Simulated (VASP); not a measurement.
**Cd3AgF: single point with PBE**

Crystal: Cd3AgF.

```
CELL_PARAMETERS angstrom
2.92916 -3.86260 0.00000
2.92916 3.86260 0.00000
0.00000 0.00000 4.94679
ATOMIC_POSITIONS crystal
Cd 0.68668 0.31332 0.50000
Cd 0.31332 0.68668 0.50000
Cd 0.00000 0.00000 0.00000
Ag 0.50000 0.50000 0.00000
F 0.00000 0.00000 0.50000
```

The cell was generated, and may not be a known phase.

| Property | Result |
| --- | --- |
| Program | VASP 6.6.1 |
| Task | single point |
| Functional | PBE |
| Potentials or basis | VASP PAW PBE potentials, release 64 (Cd, Ag, F) |
| Cutoff | 520 eV |
| k mesh | 4 × 4 × 4 |
| Occupations | gaussian, width 0.1 eV |
| Spin | collinear spin |
| Starting moments | [0.0, 0.0, 0.0, 1.0, 0.0] μB |
| Dipole correction | no |
| Further INCAR settings | ALGO = Normal; EDIFF = 1e-06; NBANDS = 39 |

```json
{
 "Pressure": "0.2 GPa",
 "Largest force": "0.015 eV/Å",
 "Band gap on the k mesh": "zero (filled and empty bands overlap)",
 "Net moment": "0.00 μB per cell",
 "Valence electrons inside the program's atomic spheres": "Cd 10.27, 10.20 (each value once); Ag 9.83; F 6.04"
}
```

Forces in eV/Å, atoms in the order of the input:
```
Cd   0.000  0.015  0.000
Cd   0.000 -0.015  0.000
Cd   0.000  0.000  0.000
Ag   0.000  0.000  0.000
F    0.000  0.000  0.000
```

Stress tensor (GPa, compression positive):
```
0.12 0.00 0.00
0.00 0.34 0.00
0.00 0.00 0.23
```

Levels at points of the mesh, in eV from the Fermi level:
Spin up:
| k point | band 24 | band 25 | band 26 | band 27 | band 28 | band 29 | band 30 | band 31 |
| --- | --- | --- | --- | --- | --- | --- | --- | --- |
| (0.00, 0.00, 0.00) | -4.09 | -4.01 | 0.46 | 0.95 | 1.49 | 1.96 | 2.24 | 2.67 |
| (0.50, 0.00, 0.00) | -4.00 | -3.52 | -3.11 | 0.36 | 1.93 | 2.21 | 3.22 | 4.15 |
| (0.50, 0.50, 0.00) | -4.00 | -3.05 | -1.68 | -0.47 | -0.14 | 3.01 | 3.86 | 4.06 |
| (0.00, 0.00, 0.50) | -4.03 | -4.01 | -2.62 | 2.14 | 2.30 | 2.54 | 3.29 | 3.52 |
| (0.50, 0.00, 0.50) | -4.01 | -2.51 | -2.49 | -1.06 | -1.00 | 3.03 | 3.45 | 3.79 |
| (0.50, 0.50, 0.50) | -3.86 | -2.40 | -1.14 | -1.02 | -0.13 | 1.01 | 1.25 | 1.83 |
Spin down:
```
           k point  band 25  band 26  band 27  band 28  band 29  band 30
(0.00, 0.00, 0.00)    -4.01     0.46     0.95     1.49     1.96     2.24
(0.50, 0.00, 0.00)    -3.52    -3.11     0.36     1.93     2.21     3.22
(0.50, 0.50, 0.00)    -3.05    -1.68    -0.47    -0.14     3.01     3.86
(0.00, 0.00, 0.50)    -4.01    -2.62     2.14     2.30     2.54     3.29
(0.50, 0.00, 0.50)    -2.51    -2.49    -1.06    -1.00     3.03     3.45
(0.50, 0.50, 0.50)    -2.40    -1.14    -1.02    -0.13     1.01     1.25
```

Wall time 2.7 min on 1 thread of Intel(R) Xeon(R) Platinum 8259CL CPU @ 2.50GHz (Skylake/Cascade Lake), on a shared host, peak memory 0.34 GiB.
